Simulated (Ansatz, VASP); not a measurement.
**One calculation of NbAs, two programs**

```
Nb As
1.0
     0.00000    2.89325    2.89325
     2.89325    0.00000    2.89325
     2.89325    2.89325    0.00000
Nb As
1 1
Cartesian
  0.0000 0.0000 0.0000
  1.4466 1.4466 1.4466
```

Alike in both runs: functional r2SCAN; k mesh 16 × 16 × 16; occupations gaussian, width 0.1 eV; no spin polarisation.

Ansatz relaxed the structure, and its values are those at the end. VASP's run is a single point on that final structure, the one shown.

|  | VASP | Ansatz |
| --- | --- | --- |
| version | VASP 6.6.1 | Ansatz 0.2.0 |
| potentials or method | VASP PAW PBE potentials, release 64 (Nb_sv, As), cutoff 520 eV | scalar-relativistic, plane waves, PAW |
| valence electrons in the cell | 18 | 28 |

```tsv
	VASP	Ansatz	Ansatz less VASP
gap on the k mesh at the Fermi level (eV)	none	none	-
pressure (GPa)	0.0	0.0	+0.03
```

VASP's potentials were made for PBE, not for r2SCAN. A gap of «none» marks a metal or a gap that the smearing closes. VASP's potentials hold 18 valence electrons a cell and Ansatz's 28, so a difference there can come from the potentials and not from the codes.
